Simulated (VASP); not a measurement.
Write the native input for VASP 6.6.1 that does the following.

```yaml
Task: single point
Functional: PBE
Potentials_or_basis: VASP PAW PBE potentials, release 64 (Fe)
Cutoff: 520 eV
k_mesh: 15 × 15 × 15
Occupations: fermi-dirac, width 0.05 eV
Spin: collinear spin, ferromagnetic start
Starting_moments: "[2.367] μB"
Dipole_correction: no
Further_INCAR_settings: ALGO = Normal; EDIFF = 1e-06; NBANDS = 14
```

The structure of Fe lies in POSCAR:

```
Fe
1.0
    2.3713437493      0.0000000000      0.0000000000
    0.0000000000      2.3713437493      0.0000000000
    0.0000000000      0.0000000000      2.3713437493
Fe
1
Direct
    0.0000000000      0.0000000000      0.0000000000
```

The input as run:

INCAR

```
PREC = Accurate
ENCUT = 520
EDIFF = 1E-6
ISMEAR = -1
SIGMA = 0.05
LREAL = F
LASPH = T
NELM = 150
ALGO = Normal
ISIF = 2
LWAVE = F
LCHARG = T
ISPIN = 2
MAGMOM = 2.367
LORBIT = 11
LMAXMIX = 4
GGA = PE
LELF = T
LVHAR = T
NBANDS = 14
```

KPOINTS

```
Automatic mesh
0
Gamma
  15 15 15
```

Potentials or basis: VASP PAW PBE potentials, release 64 (Fe).

Run with:

```bash
$ cat potpaw_PBE.64/Fe/POTCAR > POTCAR
$ mpirun -np 1 vasp_std > vasp.out
```

Results of the run:

```json
{"Pressure": "-1.2 GPa", "Net moment": "2.35 μB per cell", "Site moments": "Fe +2.35 μB", "Valence electrons inside the program's atomic spheres": "Fe 7.17"}
```

Wall time 70 s on 1 thread of AMD EPYC 7R13, with other jobs on the host, peak memory 0.12 GiB.
